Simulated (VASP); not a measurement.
Bi: relaxation of cell and atoms with PBE

Bi:

```
Bi
1.0
     5.53856    0.00000    0.00000
    -2.76928    4.79653    0.00000
     0.00000    0.00000    3.26731
Bi
2
Cartesian
  0.0000 3.1977 1.6337
  2.7693 1.5988 1.6337
```

The cell was generated, and may not be a known phase.

* Program: VASP 6.6.1
* Task: relaxation of cell and atoms
* Functional: PBE
* Potentials or basis: VASP PAW PBE potentials, release 64 (Bi_d)
* Cutoff: 600 eV
* k mesh: 12 × 12 × 18
* Occupations: gaussian, width 0.1 eV
* Spin: no spin polarisation
* Dipole correction: no
* Further INCAR settings: ALGO = Fast; EDIFF = 1e-06; IBRION = 2; EDIFFG = -0.01; NSW = 100; ISIF = 3

The relaxed volume is 43.52 Å³/atom and the relaxed cell is a = 5.468 Å, b = 5.468 Å, c = 3.361 Å, α = 90.00°, β = 90.00°, γ = 120.00°. The space group after relaxing (to 0.1 Å) is P6/mmm (No. 191), the energy gained by relaxing is 16.8 meV/atom and the ionic steps are 10. The pressure after relaxing is 0.0 GPa. The band gap on the k mesh is zero (bands 15 and 16 overlap by 3.03 eV).

The path:
```
step  energy change (eV)  largest force (eV/Å)  pressure (GPa)  volume (Å³)
   1              0.0000                0.0000            0.25        86.80
   2             -0.0301                0.0000           -0.19        87.55
   3             -0.0335                0.0000           -0.14        87.38
   4             -0.0335                0.0000           -0.13        87.37
   5             -0.0335                0.0000           -0.12        87.36
   6             -0.0337                0.0000            0.04        86.94
   7             -0.0337                0.0000            0.03        87.02
   8             -0.0337                0.0000            0.00        87.06
   9             -0.0337                0.0000           -0.01        87.05
  10             -0.0337                0.0000           -0.01        87.03
```

Final structure:
```
Bi
1.0
     5.46785    0.00000    0.00000
    -2.73393    4.73530    0.00000
     0.00000    0.00000    3.36146
Bi
2
Cartesian
  0.0000 3.1569 1.6807
  2.7339 1.5784 1.6807
```

Levels at points of the mesh, in eV from the Fermi level:
```
           k point  band 12  band 13  band 14  band 15  band 16  band 17  band 18  band 19
(0.00, 0.00, 0.00)    -9.38    -2.98    -2.98     0.47     0.47     2.74     3.40     6.07
(0.50, 0.00, 0.00)   -10.89    -3.67    -2.43     1.60     2.90     3.61     4.63     4.79
(0.00, 0.00, 0.50)    -7.83    -4.46    -1.46    -1.46    -1.22     2.31     2.31     5.04
(0.50, 0.00, 0.50)    -9.36    -3.60    -2.64    -2.13    -0.67     3.28     4.10     4.24
```

Run time: 12 min on 1 thread of Intel(R) Xeon(R) 6975P-C (Granite Rapids) (shared host), peak memory 0.49 GiB.

Caveat: spin-orbit coupling is left out, which moves the levels of the heavy elements.
